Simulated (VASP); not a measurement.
Here is a VASP 6.6.1 calculation.

INCAR

```
ALGO = Normal ; EDIFF = 1E-6
ENCUT = 600 ; GGA = PE
GGA_COMPAT = False ; ISIF = 2
ISMEAR = 0 ; LASPH = True
LCHARG = False ; LREAL = False
LWAVE = False ; NBANDS = 14
NELM = 120 ; PREC = Accurate
SIGMA = 0.1
```

File KPOINTS:

```
k-points
0
Gamma
  6 6 6
```

File POSCAR:

```
HfC
1.0
    0.0000000000      2.3171390000      2.3171390000
    2.3171390000      0.0000000000      2.3171390000
    2.3171390000      2.3171390000      0.0000000000
Hf C
1 1
Direct
    0.0000000000      0.0000000000      0.0000000000
    0.5000000000      0.5000000000      0.5000000000
```

Potentials or basis: VASP PAW PBE potentials, release 64 (Hf_pv, C).

Run with:

```sh
$ cat potpaw_PBE.64/Hf_pv/POTCAR potpaw_PBE.64/C/POTCAR > POTCAR
$ mpirun -np 1 vasp_std > vasp.out
```

Problem. What does it give for the pressure?

Solution. 2.0 GPa.

Problem. What does it give for the band gap on the k mesh?

Solution. Zero (band 7 reaches 7.05 eV, above the bottom of band 8 at 5.68 eV).

Caveat: the k points lie up to 0.39 Å⁻¹ apart; spin-orbit coupling is left out, which moves the levels of the heavy elements.
